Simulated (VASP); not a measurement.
# Pd (P6_3/mmc) in VASP: single point with PBE

Aim: the single point of Pd with PBE.

Program: VASP 6.6.1. These are calculated values, not measurements. Logs are shortened: lines on timing, memory, paths and dates and some standing lists are left out, and cuts for length are marked.

## 1. The cell of the first run

The structure is hexagonal, space group P6_3/mmc (No. 194). The conventional cell has a = 2.236 Å, b = 2.236 Å, c = 3.707 Å, α = 90.00°, β = 90.00°, γ = 120.00°. Pd (site symmetry -6m2) has 12 Pd at 2.24 to 2.26 Å within 3.0 Å.

This isn't the form of Pd at room conditions, which is fcc.

## 2. Single point, PBE (8.02 Å³/atom)

Input file POSCAR:

```
Pd
1.0
    2.2355904957      0.0000000000      0.0000000000
   -1.1177952478      1.9360781618      0.0000000000
    0.0000000000      0.0000000000      3.7073204124
Pd
2
Direct
    0.3333333333      0.6666666667      0.2500000000
    0.6666666667      0.3333333333      0.7500000000
```

Input file INCAR.step1:

```
SYSTEM = Pd
PREC = Accurate
ENCUT = 470
EDIFF = 1E-6
ISMEAR = -1
SIGMA = 0.1
LREAL = .False.
LASPH = .True.
NELM = 120
ALGO = Normal
ISIF = 2
LWAVE = .False.
LCHARG = .True.
LMAXMIX = 4
GGA = PE
NBANDS = 25
GGA_COMPAT = .False.
NEDOS = 2001
LORBIT = 11
```

Input file KPOINTS.step1:

```
regular mesh
0
Gamma
  17 17 9
  0 0 0
```

Input file INCAR.step2:

```
SYSTEM = Pd
PREC = Accurate
ENCUT = 470
EDIFF = 1E-6
ISMEAR = -5
SIGMA = 0.1
LREAL = .False.
LASPH = .True.
NELM = 120
ALGO = Normal
ISIF = 2
LWAVE = .False.
LCHARG = .False.
LMAXMIX = 4
GGA = PE
LORBIT = 10
NEDOS = 2001
ICHARG = 11
GGA_COMPAT = .False.
```

Input file KPOINTS.step2:

```
regular mesh
0
Gamma
  26 26 14
  0 0 0
```

Potentials or basis: VASP PAW PBE potentials, release 64 (Pd_sv_GW).

Command:

```
$ cat potpaw_PBE.64/Pd_sv_GW/POTCAR > POTCAR
$ cp INCAR.step1 INCAR
$ cp KPOINTS.step1 KPOINTS
$ mpirun -np 1 vasp_std > vasp.out
$ cp INCAR.step2 INCAR
$ cp KPOINTS.step2 KPOINTS
$ mpirun -np 1 vasp_std > vasp.out
```

OUTCAR:

```text
SYSTEM = Pd
   PREC = Accurate
   ENCUT = 470
   EDIFF = 1E-6
   ISMEAR = -5
   LREAL = .False.
   LASPH = .True.
   NELM = 120
   ISIF = 2
   GGA = PE
   LORBIT = 10
   ICHARG = 11

 ion  position               nearest neighbor table
   1  0.333  0.667  0.250-   2 2.26   2 2.26   2 2.26   2 2.26   2 2.26   2 2.26
   2  0.667  0.333  0.750-   1 2.26   1 2.26   1 2.26   1 2.26   1 2.26   1 2.26

  LATTYP: Found a hexagonal cell.
 ALAT       =     2.2355904957
 C/A-ratio  =     1.6583182025

  Lattice vectors:

 A1 = (   2.2355904957,   0.0000000000,   0.0000000000)
 A2 = (  -1.1177952478,   1.9360781618,   0.0000000000)
 A3 = (   0.0000000000,   0.0000000000,   3.7073204124)

Analysis of symmetry for initial positions (statically):
=====================================================================
 Subroutine PRICEL returns:
 Original cell was already a primitive cell.

 Routine SETGRP: Setting up the symmetry group for a
 hexagonal supercell.

 Subroutine GETGRP returns: Found 24 space group operations
 (whereof 12 operations were pure point group operations)
 out of a pool of 24 trial point group operations.

The static configuration has the point symmetry D_3d.
 The point group associated with its full space group is D_6h.

Analysis of symmetry for dynamics (positions and initial velocities):
=====================================================================
 Subroutine PRICEL returns:
 Original cell was already a primitive cell.

 Routine SETGRP: Setting up the symmetry group for a
 hexagonal supercell.

 Subroutine GETGRP returns: Found 24 space group operations
 (whereof 12 operations were pure point group operations)
 out of a pool of 24 trial point group operations.

The dynamic configuration has the point symmetry D_3d.
 The point group associated with its full space group is D_6h.

 Subroutine INISYM returns: Found 24 space group operations
 (whereof 12 operations are pure point group operations),
 and found     1 'primitive' translations

----------------------------------------------------------------------------------------

                                     Primitive cell

  volume of cell :      16.0463

  direct lattice vectors                    reciprocal lattice vectors
     2.235590496  0.000000000  0.000000000     0.447309112  0.258254036  0.000000000
    -1.117795248  1.936078162  0.000000000     0.000000000  0.516508073  0.000000000
     0.000000000  0.000000000  3.707320412     0.000000000  0.000000000  0.269736599

  length of vectors
     2.235590496  2.235590496  3.707320412     0.516508073  0.516508073  0.269736599

  position of ions in fractional coordinates (direct lattice)
     0.333333333  0.666666667  0.250000000
     0.666666667  0.333333333  0.750000000

  ion indices of the primitive-cell ions
   primitive index   ion index
                 1           1
                 2           2

----------------------------------------------------------------------------------------

 KPOINTS: regular mesh

Automatic generation of k-mesh.
 Grid dimensions read from file:
 generate k-points for:   26   26   14

 Generating k-lattice:

  Cartesian coordinates                     Fractional coordinates (reciprocal lattice)
     0.017204197  0.009932848  0.000000000     0.038461538 -0.000000000  0.000000000
     0.000000000  0.019865695  0.000000000     0.000000000  0.038461538  0.000000000
     0.000000000  0.000000000  0.019266900     0.000000000  0.000000000  0.071428571

  Length of vectors
     0.019865695  0.019865695  0.019266900

  Shift w.r.t. Gamma in fractional coordinates (k-lattice)
     0.000000000  0.000000000  0.000000000

 TETIRR: Found   9646 inequivalent tetrahedra from    56784

 Subroutine IBZKPT returns following result:
 ===========================================

 Found    560 irreducible k-points:

 Following reciprocal coordinates:
            Coordinates               Weight
  0.000000  0.000000  0.000000      1.000000
  0.038462 -0.000000  0.000000      6.000000
  0.076923 -0.000000  0.000000      6.000000
  0.115385 -0.000000  0.000000      6.000000
  0.153846 -0.000000  0.000000      6.000000
  0.192308 -0.000000  0.000000      6.000000
[... 16 lines left out ...]
  0.346154  0.038462  0.000000     12.000000
  0.384615  0.038462  0.000000     12.000000
 [... further k-points ...]
   k-points           NKPTS =    560   k-points in BZ     NKDIM =    560   number of bands    NBANDS=     22
   number of dos      NEDOS =   2001   number of ions     NIONS =      2
   total plane-waves  NPLWV =   7168
   dimension x,y,z NGX =    16 NGY =   16 NGZ =   28
   dimension x,y,z NGXF=    32 NGYF=   32 NGZF=   56
   ions per type =               2
   NGX,Y,Z   is equivalent  to a cutoff of  11.90, 11.90, 12.56 a.u.
   NGXF,Y,Z  is equivalent  to a cutoff of  23.80, 23.80, 25.11 a.u.
 SYSTEM =  Pd
   PREC   = accura    normal or accurate (medium, high low for compatibility)
   ISTART =      0    job   : 0-new  1-cont  2-samecut
   ICHARG =     11    charge: 1-file 2-atom 10-const
   ISPIN  =      1    spin polarized calculation?
   LNONCOLLINEAR =      F non collinear calculations
   LSORBIT =      F    spin-orbit coupling
   LASPH  =      T    aspherical Exc in radial PAW
   ENCUT  =  470.0 eV  34.54 Ry    5.88 a.u.   3.95  3.95  6.55*2*pi/ulx,y,z
   NELM   =    120;   NELMIN=  2; NELMDL=  0     # of ELM steps
   EDIFF  = 0.1E-05   stopping-criterion for ELM
   LREAL  =      F    real-space projection
   EDIFFG = 0.1E-04   stopping-criterion for IOM
   NSW    =      0    number of steps for IOM
   IBRION =     -1    ionic relax: 0-MD 1-quasi-New 2-CG
   NFREE  =      0    steps in history (QN), initial steepest desc. (CG)
   ISIF   =      2    stress and relaxation
   ISYM   =      2    0-nonsym 1-usesym 2-fastsym
   POTIM  = 0.5000    time-step for ionic-motion
   TEBEG  =    0.0;   TEEND  =   0.0 temperature during run
   PSTRESS=    0.0 pullay stress
   NELECT =      36.0000    total number of electrons
   NUPDOWN=      -1.0000    fix difference up-down
   EMIN   =  10.00;   EMAX   =-10.00  energy-range for DOS
   EFERMI =   0.00;   METHOD = LEGACY
   ISMEAR =    -5;   SIGMA  =   0.10  broadening in eV -4-tet -1-fermi 0-gaus
   EFERMI_NEDOS =   21; number of points for ismear=-14 and -15
   IALGO  =     38    algorithm
   IMIX   =      4    mixing-type and parameters
     AMIX     =   0.40;   BMIX     =  1.00
     AMIX_MAG =   1.60;   BMIX_MAG =  1.00
  volume/ion in A,a.u.               =       8.02        54.14
  Fermi-wavevector in a.u.,A,eV,Ry     =   2.143140  4.049948 62.492236  4.593050
  Thomas-Fermi vector in A             =   3.121614
   LORBIT       =     10    0 simple, 1 ext, 2 COOP (PROOUT), +10 PAW based schemes
   GGA     = PE    functional components
   LHFCALC =     F    Hartree Fock is set to
   AEXX    =    0.0000 exact exchange contribution
   IVDW    =     0    specifies the selected vdW correction
   LEPSILON=     F    determine dielectric tensor
   LRPA    =     F    only Hartree local field effects (RPA)
 non-spin polarized calculation
 Fermi weights with tetrahedron method with Bloechl corrections
  energy-cutoff  :      470.00
  volume of cell :       16.05
 maximum number of plane-waves:       382
 NGX is ok and might be reduce to    16

 number of electron      35.9999991 magnetization

 Free energy of the ion-electron system (eV)
  ---------------------------------------------------
  ext. energy  EPLUGINS =         0.00000000
  ---------------------------------------------------
  free energy    TOTEN  =         6.87357038 eV

  energy without entropy =        6.87357038  energy(sigma->0) =        6.87357038

 E-fermi :  21.6286     XC(G=0): -17.8775

 val. band max:       21.8230001212   @ k =   0.2308  -0.0000   0.5000
 cond. band min:      21.4167870581   @ k =   0.0000   0.0000   0.0714
 fundamental gap:     -0.4062130631
 Fermi energy:        21.6286256967

 k-point     1 :       0.0000    0.0000    0.0000
  band No.  band energies     occupation
      1     -65.8850      2.00000
      2     -65.2152      2.00000
      3     -32.9419      2.00000
      4     -30.2717      2.00000
      5     -30.2717      2.00000
      6     -29.9026      2.00000
[... 14 lines left out ...]
     21      35.5627      0.00000
     22      36.8143      0.00000

 k-point     2 :       0.0385   -0.0000    0.0000
  band No.  band energies     occupation
      1     -65.8760      2.00000
      2     -65.2102      2.00000
      3     -32.9274      2.00000
      4     -30.3107      2.00000
      5     -30.2836      2.00000
      6     -29.9417      2.00000
[... 14 lines left out ...]
     21      35.5620      0.00000
     22      37.0073      0.00000

 k-point     3 :       0.0769   -0.0000    0.0000
  band No.  band energies     occupation
      1     -65.8493      2.00000
      2     -65.1955      2.00000
      3     -32.8835      2.00000
      4     -30.4237      2.00000
      5     -30.3180      2.00000
      6     -30.0560      2.00000
[... 14 lines left out ...]
     21      35.5443      0.00000
     22      37.5632      0.00000

 k-point     4 :       0.1154   -0.0000    0.0000
  band No.  band energies     occupation
      1     -65.8062      2.00000
      2     -65.1723      2.00000
      3     -32.8121      2.00000
      4     -30.6064      2.00000
      5     -30.3716      2.00000
      6     -30.2362      2.00000
[... 14 lines left out ...]
     21      35.4777      0.00000
     22      38.4261      0.00000

 k-point     5 :       0.1538   -0.0000    0.0000
  band No.  band energies     occupation
      1     -65.7484      2.00000
      2     -65.1422      2.00000
      3     -32.7163      2.00000
      4     -30.8445      2.00000
      5     -30.4694      2.00000
      6     -30.4413      2.00000
[... 14 lines left out ...]
     21      35.3423      0.00000
     22      39.4859      0.00000

 k-point     6 :       0.1923   -0.0000    0.0000
  band No.  band energies     occupation
      1     -65.6785      2.00000
      2     -65.1075      2.00000
      3     -32.5979      2.00000
      4     -31.1237      2.00000
      5     -30.7401      2.00000
      6     -30.5216      2.00000
[... 14 lines left out ...]
     21      35.1419      0.00000
     22      40.4415      0.00000

 k-point     7 :       0.2308   -0.0000    0.0000
  band No.  band energies     occupation
      1     -65.5998      2.00000
      2     -65.0706      2.00000
      3     -32.4604      2.00000
      4     -31.4279      2.00000
      5     -31.0296      2.00000
      6     -30.6073      2.00000
[... 324 lines left out ...]
      6     -30.6522      2.00000
[... 14 lines left out ...]
     21      34.7784      0.00000
     22      39.6154      0.00000

 k-point    21 :       0.2692    0.0385    0.0000
  band No.  band energies     occupation
      1     -65.4687      2.00000
      2     -65.0158      2.00000
      3     -32.2202      2.00000
      4     -31.8840      2.00000
      5     -31.4772      2.00000
      6     -30.7436      2.00000
[... 14 lines left out ...]
     21      34.5430      0.00000
     22      38.6984      0.00000

 k-point    22 :       0.3077    0.0385    0.0000
  band No.  band energies     occupation
      1     -65.3854      2.00000
      2     -64.9864      2.00000
      3     -32.1646      2.00000
      4     -32.0578      2.00000
      5     -31.7343      2.00000
      6     -30.8273      2.00000
[... 14 lines left out ...]
     21      34.3024      0.00000
     22      37.9508      0.00000

 k-point    23 :       0.3462    0.0385    0.0000
  band No.  band energies     occupation
      1     -65.3076      2.00000
      2     -64.9641      2.00000
      3     -32.4084      2.00000
      4     -31.9577      2.00000
      5     -31.8973      2.00000
      6     -30.8988      2.00000
[... 14 lines left out ...]
     21      34.7026      0.00000
     22      36.7507      0.00000

 k-point    24 :       0.3846    0.0385    0.0000
  band No.  band energies     occupation
      1     -65.2404      2.00000
      2     -64.9500      2.00000
      3     -32.6028      2.00000
      4     -32.1353      2.00000
      5     -31.7483      2.00000
      6     -30.9558      2.00000
[... 14 lines left out ...]
     21      35.5963      0.00000
     22      36.2313      0.00000

 [... further k-points ...]

------------------------ aborting loop because EDIFF is reached ----------------------------------------

  FORCE on cell =-STRESS in cart. coord.  units (eV):
  Direction    XX          YY          ZZ          XY          YZ          ZX
  --------------------------------------------------------------------------------------
  -------------------------------------------------------------------------------------
  Total       58.9610846     58.9610846     58.9037312      0.0000000      0.0000000     -0.0000000
  in kB     5887.0914639   5887.0914643   5881.3648886      0.0000002      0.0000000     -0.0000000
  external PRESSURE =    5885.1826056 kB  Pullay stress =       0.0000000 kB

 VOLUME and BASIS-vectors are now :
 -----------------------------------------------------------------------------
  energy-cutoff  :      470.00
  volume of cell :       16.05
      direct lattice vectors                 reciprocal lattice vectors
     2.235590496  0.000000000  0.000000000     0.447309112  0.258254036  0.000000000
    -1.117795248  1.936078162  0.000000000     0.000000000  0.516508073  0.000000000
     0.000000000  0.000000000  3.707320412     0.000000000  0.000000000  0.269736599

 POSITION                                       TOTAL-FORCE (eV/Angst)
 -----------------------------------------------------------------------------------
     -0.00000      1.29072      0.92683        -0.000000     -0.000000      0.000000
      1.11780      0.64536      2.78049         0.000000      0.000000      0.000000
 -----------------------------------------------------------------------------------
    total drift:                                0.000000     -0.000000      0.000000

  FREE ENERGIE OF THE ION-ELECTRON SYSTEM (eV)
  ---------------------------------------------------
  free  energy   TOTEN  =         6.8735703753 eV

  energy  without entropy=        6.8735703753  energy(sigma->0) =        6.87357038

 total charge

# of ion       s       p       d       f       tot
--------------------------------------------------
    1        2.317   6.469   7.826   0.119  16.730
    2        2.317   6.469   7.826   0.119  16.730
--------------------------------------------------
tot          4.633  12.937  15.651   0.237  33.459
```

Wall time 1.7 min (1 thread of Intel Xeon Platinum 8559C (Emerald Rapids), shared host); peak memory 0.31 GiB.

What came out:

| Quantity | Value |
| --- | --- |
| Valence electrons inside the program's atomic spheres | Pd 16.73 |
